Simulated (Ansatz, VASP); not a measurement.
**KF: VASP beside Ansatz**

File INCAR:

```
PREC     = Accurate       # precision mode
ENCUT    = 520            # plane-wave cutoff, eV
EDIFF    = 1E-7           # SCF threshold, eV
ISMEAR   = -1             # smearing method
SIGMA    = 0.02           # smearing width, eV
LREAL    = False          # projectors in reciprocal space
LASPH    = True           # aspherical terms in the spheres
NELM     = 60             # most SCF steps
ALGO     = Normal         # electronic algorithm
ISIF     = 2              # what is computed and relaxed
LWAVE    = False          # write WAVECAR
LCHARG   = False          # write CHGCAR
GGA      = PE             # functional
NBANDS   = 15             # bands
```

The input KPOINTS:

```
Automatic mesh
0
Gamma
  8 8 8
```

File POSCAR:

```
KF
1.0
   -0.0250976822      2.9354014298      2.9354014298
    2.9354014298     -0.0250976822      2.9354014298
    2.9103037476      2.9103037476      0.0000000000
K F
1 1
Direct
   -0.0019075938     -0.0019075938      0.0019075938
    0.2519075938      0.2519075938      0.2480924062
```

Input for Ansatz:

```yaml
crystal:
  lattice:
    - [-0.0250976822, 2.9354014298, 2.9354014298]
    - [2.9354014298, -0.0250976822, 2.9354014298]
    - [2.9103037476, 2.9103037476, 0.0]
  atoms:
    - { symbol: K, position: [-0.0019075938, -0.0019075938, 0.0019075938] }
    - { symbol: F, position: [0.2519075938, 0.2519075938, 0.2480924062] }
kpoints:
  mp_grid: { grid: [8, 8, 8] }
  band_path:
    path:
      - [0.0, 0.0, 0.0]
      - [-0.5, -0.5, 0.0]
      - [-0.375, -0.375, 0.25]
      - [-0.375, 0.0, 0.375]
      - [0.0, 0.0, 0.5]
      - [-0.5, -0.25, 0.25]
    npoints: 1
hamiltonian:
  xc: pbe
scf:
  occupations: { method: fermi_dirac, width: 0.02 }
  n_extra_bands: 4
output:
  forces: true
  stress: true
  eigenvalues: true
```

Change from the starting cell: shear_xy strain -1.7%.

Alike in both runs: task single point; functional PBE; k mesh 8 × 8 × 8; occupations fermi-dirac, width 0.02 eV; no spin polarisation.

|  | VASP | Ansatz |
| --- | --- | --- |
| version | VASP 6.6.1 | Ansatz 0.2.0 |
| potentials or method | VASP PAW PBE potentials, release 64 (K_sv, F) | plane waves, PAW |
| plane-wave cutoff (eV) | 520 | 420 |
| valence electrons in the cell | 16 | 16 |

```csv
,VASP,Ansatz,Ansatz less VASP
gap on the k mesh at the Fermi level (eV),5.16,5.17,+0.011
pressure (GPa),0.9,0.9,-0.03
"traceless stress, the component that is largest in VASP (GPa)",0.11,0.11,+0.001
```

With one functional, cell and mesh, what is left measures potentials, basis and numerics.
